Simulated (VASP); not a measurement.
# Ir (P-3m1) in VASP: single point with PBEsol

Aim: the single point of Ir with PBEsol.

All numbers are computed with VASP 6.6.1; they aren't measurements. Logs are shortened: lines on timing, memory, paths and dates and some standing lists are left out, and cuts for length are marked.

### Step 1. The cell of the first run

The structure is trigonal, space group P-3m1 (No. 164). Conventional cell: a = 2.757 Å, b = 2.757 Å, c = 4.873 Å, α = 90.00°, β = 90.00°, γ = 120.00°. Within 3.6 Å of Ir (site symmetry 3m) lie 12 Ir at 2.73 to 3.10 Å.

### Step 2. Single point, PBEsol (strained and its atoms moved)

Contents of INCAR:

```
SYSTEM = Ir
PREC = Accurate ; ENCUT = 520
EDIFF = 1E-7 ; ISMEAR = 0
SIGMA = 0.1 ; LREAL = .FALSE.
LASPH = .TRUE. ; NELM = 80
ALGO = Fast ; ISIF = 2
LWAVE = .FALSE. ; LCHARG = .FALSE.
GGA = PS ; NBANDS = 16
```

Contents of KPOINTS:

```
regular mesh
0
G
  15 15 8
  0 0 0
```

Contents of POSCAR:

```
Ir
1.0
    2.7568531366      0.0000000000      0.0000000000
   -1.3784265683      2.3875048508      0.0000000000
    0.0000000000      0.0000000000      4.8727760571
Ir
2
Direct
    0.6666666700      0.3333333300      0.7724100182
    0.3333333300      0.6666666700      0.2275899818
```

Potentials or basis: VASP PAW PBE potentials, release 64 (Ir).

Run with:

```
$ cat potpaw_PBE.64/Ir/POTCAR > POTCAR
$ mpirun -np 1 vasp_std > vasp.out
```

OUTCAR:

```text
SYSTEM = Ir
   PREC = Accurate
   ENCUT = 520
   EDIFF = 1E-7
   ISMEAR = 0
   LREAL = .FALSE.
   LASPH = .TRUE.
   NELM = 80
   ISIF = 2
   GGA = PS

 ion  position               nearest neighbor table
   1  0.667  0.333  0.772-   2 2.73   2 2.73   2 2.73   2 3.10   2 3.10   2 3.10
   2  0.333  0.667  0.228-   1 2.73   1 2.73   1 2.73   1 3.10   1 3.10   1 3.10

  LATTYP: Found a hexagonal cell.
 ALAT       =     2.7568531366
 C/A-ratio  =     1.7675138339

  Lattice vectors:

 A1 = (   2.7568531366,   0.0000000000,   0.0000000000)
 A2 = (  -1.3784265683,   2.3875048508,   0.0000000000)
 A3 = (   0.0000000000,   0.0000000000,   4.8727760571)

Analysis of symmetry for initial positions (statically):
=====================================================================
 Subroutine PRICEL returns:
 Original cell was already a primitive cell.

 Routine SETGRP: Setting up the symmetry group for a
 hexagonal supercell.

 Subroutine GETGRP returns: Found 12 space group operations
 (whereof 12 operations were pure point group operations)
 out of a pool of 24 trial point group operations.

The static configuration has the point symmetry D_3d.

Analysis of symmetry for dynamics (positions and initial velocities):
=====================================================================
 Subroutine PRICEL returns:
 Original cell was already a primitive cell.

 Routine SETGRP: Setting up the symmetry group for a
 hexagonal supercell.

 Subroutine GETGRP returns: Found 12 space group operations
 (whereof 12 operations were pure point group operations)
 out of a pool of 24 trial point group operations.

The dynamic configuration has the point symmetry D_3d.

 Subroutine INISYM returns: Found 12 space group operations
 (whereof 12 operations are pure point group operations),
 and found     1 'primitive' translations

----------------------------------------------------------------------------------------

                                     Primitive cell

  volume of cell :      32.0726

  direct lattice vectors                    reciprocal lattice vectors
     2.756853137  0.000000000  0.000000000     0.362732416  0.209423658  0.000000000
    -1.378426568  2.387504851  0.000000000     0.000000000  0.418847317  0.000000000
     0.000000000  0.000000000  4.872776057     0.000000000  0.000000000  0.205221826

  length of vectors
     2.756853137  2.756853137  4.872776057     0.418847317  0.418847317  0.205221826

  position of ions in fractional coordinates (direct lattice)
     0.666666670  0.333333330  0.772410018
     0.333333330  0.666666670  0.227589982

  ion indices of the primitive-cell ions
   primitive index   ion index
                 1           1
                 2           2

----------------------------------------------------------------------------------------

 KPOINTS: regular mesh

Automatic generation of k-mesh.
 Grid dimensions read from file:
 generate k-points for:   15   15    8

 Generating k-lattice:

  Cartesian coordinates                     Fractional coordinates (reciprocal lattice)
     0.024182161  0.013961577  0.000000000     0.066666667  0.000000000  0.000000000
     0.000000000  0.027923154  0.000000000     0.000000000  0.066666667  0.000000000
     0.000000000  0.000000000  0.025652728     0.000000000  0.000000000  0.125000000

  Length of vectors
     0.027923154  0.027923154  0.025652728

  Shift w.r.t. Gamma in fractional coordinates (k-lattice)
     0.000000000  0.000000000  0.000000000

 Subroutine IBZKPT returns following result:
 ===========================================

 Found    192 irreducible k-points:

 Following reciprocal coordinates:
            Coordinates               Weight
  0.000000  0.000000  0.000000      1.000000
  0.066667 -0.000000  0.000000      6.000000
  0.133333 -0.000000  0.000000      6.000000
  0.200000 -0.000000  0.000000      6.000000
  0.266667 -0.000000  0.000000      6.000000
  0.333333 -0.000000  0.000000      6.000000
[... 16 lines left out ...]
  0.333333  0.200000  0.000000     12.000000
  0.400000  0.200000  0.000000      6.000000
 [... further k-points ...]
   k-points           NKPTS =    192   k-points in BZ     NKDIM =    192   number of bands    NBANDS=     16
   number of dos      NEDOS =    301   number of ions     NIONS =      2
   total plane-waves  NPLWV =  20736
   dimension x,y,z NGX =    24 NGY =   24 NGZ =   36
   dimension x,y,z NGXF=    48 NGYF=   48 NGZF=   72
   ions per type =               2
   NGX,Y,Z   is equivalent  to a cutoff of  14.47, 14.47, 12.28 a.u.
   NGXF,Y,Z  is equivalent  to a cutoff of  28.95, 28.95, 24.56 a.u.
 SYSTEM =  Ir
   PREC   = accura    normal or accurate (medium, high low for compatibility)
   ISTART =      0    job   : 0-new  1-cont  2-samecut
   ICHARG =      2    charge: 1-file 2-atom 10-const
   ISPIN  =      1    spin polarized calculation?
   LNONCOLLINEAR =      F non collinear calculations
   LSORBIT =      F    spin-orbit coupling
   LASPH  =      T    aspherical Exc in radial PAW
   ENCUT  =  520.0 eV  38.22 Ry    6.18 a.u.   5.13  5.13  9.06*2*pi/ulx,y,z
   NELM   =     80;   NELMIN=  2; NELMDL= -5     # of ELM steps
   EDIFF  = 0.1E-06   stopping-criterion for ELM
   LREAL  =      F    real-space projection
   EDIFFG = 0.1E-05   stopping-criterion for IOM
   NSW    =      0    number of steps for IOM
   IBRION =     -1    ionic relax: 0-MD 1-quasi-New 2-CG
   NFREE  =      0    steps in history (QN), initial steepest desc. (CG)
   ISIF   =      2    stress and relaxation
   ISYM   =      2    0-nonsym 1-usesym 2-fastsym
   POTIM  = 0.5000    time-step for ionic-motion
   TEBEG  =    0.0;   TEEND  =   0.0 temperature during run
   PSTRESS=    0.0 pullay stress
   NELECT =      18.0000    total number of electrons
   NUPDOWN=      -1.0000    fix difference up-down
   EMIN   =  10.00;   EMAX   =-10.00  energy-range for DOS
   EFERMI =   0.00;   METHOD = LEGACY
   ISMEAR =     0;   SIGMA  =   0.10  broadening in eV -4-tet -1-fermi 0-gaus
   EFERMI_NEDOS =   21; number of points for ismear=-14 and -15
   IALGO  =     68    algorithm
   IMIX   =      4    mixing-type and parameters
     AMIX     =   0.40;   BMIX     =  1.00
     AMIX_MAG =   1.60;   BMIX_MAG =  1.00
  volume/ion in A,a.u.               =      16.04       108.22
  Fermi-wavevector in a.u.,A,eV,Ry     =   1.350374  2.551838 24.810376  1.823511
  Thomas-Fermi vector in A             =   2.477884
   LORBIT       =      0    0 simple, 1 ext, 2 COOP (PROOUT), +10 PAW based schemes
   GGA     = PS    functional components
   LHFCALC =     F    Hartree Fock is set to
   AEXX    =    0.0000 exact exchange contribution
   IVDW    =     0    specifies the selected vdW correction
   LEPSILON=     F    determine dielectric tensor
   LRPA    =     F    only Hartree local field effects (RPA)
 non-spin polarized calculation
 RMM-DIIS sequential band-by-band and
 Gauss-broadening in eV      SIGMA  =   0.10
  energy-cutoff  :      520.00
  volume of cell :       32.07
 maximum number of plane-waves:       882
 NGX is ok and might be reduce to    24
   NGX = 11   NGY = 11   NGZ = 19

 number of electron      18.0000000 magnetization

 Free energy of the ion-electron system (eV)
  ---------------------------------------------------
  ext. energy  EPLUGINS =         0.00000000
  ---------------------------------------------------
  free energy    TOTEN  =       -18.84987206 eV

  energy without entropy =      -18.83368952  energy(sigma->0) =      -18.84178079

 E-fermi :   8.2761     XC(G=0): -13.3412

 val. band max:        8.2703078638   @ k =   0.2667   0.1333   0.0000
 cond. band min:       8.2781079827   @ k =   0.2000   0.0667   0.5000
 fundamental gap:      0.0078001189
 Fermi energy:         8.2760583454

 k-point     1 :       0.0000    0.0000    0.0000
  band No.  band energies     occupation
      1      -1.7414      2.00000
      2       0.9463      2.00000
      3       4.4168      2.00000
      4       5.0219      2.00000
      5       5.0219      2.00000
      6       5.3633      2.00000
[... 8 lines left out ...]
     15      24.0350      0.00000
     16      25.3657      0.00000

 k-point     2 :       0.0667   -0.0000    0.0000
  band No.  band energies     occupation
      1      -1.5751      2.00000
      2       1.1060      2.00000
      3       4.4036      2.00000
      4       4.9978      2.00000
      5       5.1559      2.00000
      6       5.2645      2.00000
[... 8 lines left out ...]
     15      24.2267      0.00000
     16      25.6213      0.00000

 k-point     3 :       0.1333   -0.0000    0.0000
  band No.  band energies     occupation
      1      -1.0960      2.00000
      2       1.5435      2.00000
      3       4.2490      2.00000
      4       4.8780      2.00000
      5       5.2244      2.00000
      6       5.5405      2.00000
[... 8 lines left out ...]
     15      24.7002      0.00000
     16      25.9256      0.00000

 k-point     4 :       0.2000   -0.0000    0.0000
  band No.  band energies     occupation
      1      -0.3706      2.00000
      2       2.0790      2.00000
      3       3.9973      2.00000
      4       4.4474      2.00000
      5       4.8277      2.00000
      6       5.6185      2.00000
[... 8 lines left out ...]
     15      24.9461      0.00000
     16      25.6667      0.00000
[... 324 lines left out ...]
 k-point    22 :       0.2667    0.2000    0.0000
  band No.  band energies     occupation
      1       2.3133      2.00000
      2       2.8199      2.00000
      3       3.0870      2.00000
      4       3.8476      2.00000
      5       4.6888      2.00000
      6       5.2430      2.00000
[... 8 lines left out ...]
     15      17.8045      0.00000
     16      22.7731      0.00000

 k-point    23 :       0.3333    0.2000    0.0000
  band No.  band energies     occupation
      1       2.5046      2.00000
      2       2.7013      2.00000
      3       2.8801      2.00000
      4       4.3396      2.00000
      5       4.8213      2.00000
      6       5.1920      2.00000
[... 8 lines left out ...]
     15      18.2747      0.00000
     16      21.1096      0.00000

 k-point    24 :       0.4000    0.2000    0.0000
  band No.  band energies     occupation
      1       2.4998      2.00000
      2       2.7037      2.00000
      3       2.7938      2.00000
      4       4.5338      2.00000
      5       4.9428      2.00000
      6       5.0618      2.00000
[... 8 lines left out ...]
     15      19.1952      0.00000
     16      19.6918      0.00000

 [... further k-points ...]
[... 5 lines left out ...]
  --------------------------------------------------------------------------------------
  -------------------------------------------------------------------------------------
  Total       -4.7733383     -4.7733383     -7.1739277      0.0000000      0.0000000      0.0000000
  in kB     -238.4506169   -238.4506169   -358.3713103      0.0000000      0.0000000      0.0000000
  external PRESSURE =    -278.4241814 kB  Pullay stress =       0.0000000 kB

 VOLUME and BASIS-vectors are now :
 -----------------------------------------------------------------------------
  energy-cutoff  :      520.00
  volume of cell :       32.07
      direct lattice vectors                 reciprocal lattice vectors
     2.756853137  0.000000000  0.000000000     0.362732416  0.209423658  0.000000000
    -1.378426568  2.387504851  0.000000000     0.000000000  0.418847317  0.000000000
     0.000000000  0.000000000  4.872776057     0.000000000  0.000000000  0.205221826

 POSITION                                       TOTAL-FORCE (eV/Angst)
 -----------------------------------------------------------------------------------
      1.37843      0.79583      3.76378        -0.000000     -0.000000     -0.663158
     -0.00000      1.59167      1.10900         0.000000      0.000000      0.663158
 -----------------------------------------------------------------------------------
    total drift:                               -0.000000      0.000000      0.000000

  FREE ENERGIE OF THE ION-ELECTRON SYSTEM (eV)
  ---------------------------------------------------
  free  energy   TOTEN  =       -18.8498720610 eV

  energy  without entropy=      -18.8336895190  energy(sigma->0) =      -18.84178079
```

Run time: 98 s. Hardware: 1 thread of Intel Xeon Platinum 8488C (Sapphire Rapids), shared host; peak memory 0.21 GiB.

Results:

| Property | Result |
| --- | --- |
| Free energy | -18.8499 eV |
| Pressure | -27.8 GPa |
| Largest force | 0.663 eV/Å |
| Band gap on the k mesh | zero (band 9 reaches 9.30 eV, above the bottom of band 10 at 6.72 eV) |

Forces in eV/Å, atoms in the order of the input:
```
Ir   0.000  0.000 -0.663
Ir   0.000  0.000  0.663
```

Stress tensor (GPa, compression positive):
```
-23.85   0.00   0.00
  0.00 -23.85   0.00
  0.00   0.00 -35.84
```

Levels at points of the mesh, in eV from the Fermi level:
| k point | band 5 | band 6 | band 7 | band 8 | band 9 | band 10 | band 11 | band 12 | band 13 | band 14 |
| --- | --- | --- | --- | --- | --- | --- | --- | --- | --- | --- |
| (0.00, 0.00, 0.00) | -3.25 | -2.91 | -2.91 | -1.34 | -1.34 | -1.03 | 0.37 | 0.37 | 4.47 | 14.77 |
| (0.00, 0.00, 0.50) | -3.28 | -3.28 | -3.19 | -3.19 | -0.65 | -0.65 | 0.07 | 0.07 | 9.74 | 13.65 |

Caveat: the cell differs from its parent crystal (strained and its atoms moved); the PAW data sets were made with another functional, which shifts forces and pressure a little; spin-orbit coupling is left out, which moves the levels of the heavy elements.
